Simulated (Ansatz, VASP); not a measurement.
One calculation of Hf2S, two programs

File INCAR:

```
PREC = Accurate ; ENCUT = 520
EDIFF = 1E-7 ; ISMEAR = 0
SIGMA = 0.1 ; LREAL = False
LASPH = True ; NELM = 80
ALGO = Normal ; ISIF = 2
LWAVE = False ; LCHARG = True
GGA = PS ; LELF = True
LVHAR = True ; NBANDS = 35
```

File KPOINTS:

```
regular mesh
0
Gamma
  3 3 1
```

The input POSCAR:

```
Hf2S
1.0
    3.3742737662      0.0000000000      0.0000000000
   -1.6871368831      2.9222068008      0.0000000000
    0.0000000000      0.0000000000     11.7174070300
Hf S
4 2
Direct
    0.6666666667      0.3333333333      0.8998116400
    0.3333333333      0.6666666667      0.3998116400
    0.6666666667      0.3333333333      0.6001883600
    0.3333333333      0.6666666667      0.1001883600
    0.0000000000      0.0000000000      0.7500000000
    0.0000000000      0.0000000000      0.2500000000
```

Input for Ansatz:

```yaml
crystal:
  lattice:
    - [3.3742737662, 0.0, 0.0]
    - [-1.6871368831, 2.9222068008, 0.0]
    - [0.0, 0.0, 11.71740703]
  atoms:
    - { symbol: Hf, position: [0.6666666667, 0.3333333333, 0.89981164] }
    - { symbol: Hf, position: [0.3333333333, 0.6666666667, 0.39981164] }
    - { symbol: Hf, position: [0.6666666667, 0.3333333333, 0.60018836] }
    - { symbol: Hf, position: [0.3333333333, 0.6666666667, 0.10018836] }
    - { symbol: S, position: [0.0, 0.0, 0.75] }
    - { symbol: S, position: [0.0, 0.0, 0.25] }
basis:
  ecutwfc: 420
kpoints:
  mp_grid: { grid: [3, 3, 1] }
hamiltonian:
  xc: pbesol
scf:
  occupations: { method: gaussian, width: 0.1 }
output:
  forces: true
  stress: true
  eigenvalues: true
```

Alike in both runs: task single point; functional PBEsol; k mesh 3 × 3 × 1; occupations gaussian, width 0.1 eV; no spin polarisation.

|  | VASP | Ansatz |
| --- | --- | --- |
| version | VASP 6.6.1 | Ansatz 0.2.0 |
| potentials or method | VASP PAW PBE potentials, release 64 (Hf_pv, S), cutoff 520 eV | scalar-relativistic, plane waves, PAW |
| valence electrons in the cell | 52 | 116 |

VASP gave:

| Quantity | Value |
| --- | --- |
| gap on the k mesh at the Fermi level (eV) | none |
| pressure (GPa) | -3.0 |
| traceless stress, the component that is largest in VASP (GPa) | 0.91 |
| rms of the force components (eV/Å) | 0.432 |

Problem. Which values does Ansatz return?

Solution. gap on the k mesh at the Fermi level (eV): none; pressure (GPa): -2.5; traceless stress, the component that is largest in VASP (GPa): 0.87; rms of the force components (eV/Å): 0.440.

VASP's potentials were made for PBE, not for PBEsol. Atom by atom the forces differ by 0.008 eV/Å (rms over components). A gap of «none» marks a metal or a gap that the smearing closes. With one functional, cell and mesh, what is left measures potentials, basis and numerics. VASP's potentials hold 52 valence electrons a cell and Ansatz's 116, so a difference there can come from the potentials and not from the codes.

The k mesh is coarse, so the values compare programs but aren't converged. Neither program's run includes spin-orbit coupling.
